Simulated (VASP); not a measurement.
Here is a VASP 6.6.1 calculation.

INCAR

```
ALGO = Normal
EDIFF = 1E-6
ENCUT = 520
GGA = CA
ISIF = 2
ISMEAR = 0
LASPH = True
LCHARG = False
LREAL = False
LWAVE = False
NBANDS = 35
NELM = 60
PREC = Accurate
SIGMA = 0.05
```

Contents of KPOINTS:

```
k-points
0
Gamma
  10 10 10
```

File POSCAR:

```
SnO2
1.0
   -1.9849516330      1.9849516330      5.0876986906
    1.9849516330     -1.9849516330      5.0876986906
    1.9849516330      1.9849516330     -5.0876986906
Sn O
2 4
Direct
    0.7500000000      0.2500000000      0.5000000000
    0.0000000000      0.0000000000      0.0000000000
    0.7970017034      0.7970017034      0.0000000000
    0.9529982966      0.4529982966      0.5000000000
    0.2029982966      0.2029982966      0.0000000000
    0.5470017034      0.0470017034      0.5000000000
```

Potentials or basis: VASP PAW LDA potentials, release 64 (Sn_d, O).

Run with:

```console
$ cat potpaw_LDA.64/Sn_d/POTCAR potpaw_LDA.64/O/POTCAR > POTCAR
$ mpirun -np 1 vasp_std > vasp.out
```

Problem. Estimate the pressure.

Solution. 1.2 GPa.

Problem. Predict the band gap on the k mesh.

Solution. 1.78 eV (least direct gap 2.18 eV).

Forces in eV/Å, atoms in the order of the input:
```
Sn   0.000  0.000  0.000
Sn   0.000  0.000  0.000
O    0.000  0.000 -0.049
O    0.000  0.000  0.049
O    0.000  0.000  0.049
O    0.000  0.000 -0.049
```

Caveat: spin-orbit coupling is left out, which moves the levels of the heavy elements. A k mesh can miss the band edges.
